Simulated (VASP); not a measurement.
Wanted: the native input for a VASP 6.6.1 run.

```yaml
Task: single point
Functional: PBEsol
Dispersion: D3(BJ)
Potentials_or_basis: VASP PAW PBE potentials, release 64 (Hg)
Cutoff: 520 eV
k_mesh: 18 × 18 × 10
Occupations: gaussian, width 0.15 eV
Spin: no spin polarisation
Dipole_correction: no
Further_INCAR_settings: ALGO = Fast; EDIFF = 1e-07; NBANDS = 19
```

The structure of Hg lies in POSCAR:

```
Hg
1.0
    3.1930521500      0.0000000000      0.0000000000
   -1.5965260750      2.7652642775      0.0000000000
    0.0000000000      0.0000000000      5.3272882070
Hg
2
Direct
    0.6666666667      0.3333333333      0.7500000000
    0.3333333333      0.6666666667      0.2500000000
```

These files were run (other wordings do the same):

INCAR

```
PREC = Accurate
ENCUT = 520
EDIFF = 1E-7
ISMEAR = 0
SIGMA = 0.15
LREAL = False
LASPH = True
NELM = 100
ALGO = Fast
ISIF = 2
LWAVE = False
LCHARG = False
GGA = PS
IVDW = 12
NBANDS = 19
```

KPOINTS

```
regular mesh
0
Gamma
  18 18 10
```

Potentials or basis: VASP PAW PBE potentials, release 64 (Hg).

The run is started by

```sh
$ cat potpaw_PBE.64/Hg/POTCAR > POTCAR
$ mpirun -np 1 vasp_std > vasp.out
```

It gave:

| Item | Value |
| --- | --- |
| Pressure | -2.5 GPa |
| Band gap on the k mesh | zero (bands 12 and 13 overlap by 1.85 eV) |
| Dispersion energy per atom | -0.424 eV |

Caveat: the PAW data sets were made with another functional, which shifts forces and pressure a little; spin-orbit coupling is left out, which moves the levels of the heavy elements.

It took 2.5 min on 1 thread of Intel Xeon 8259CL (shared host), peak memory 0.29 GiB.
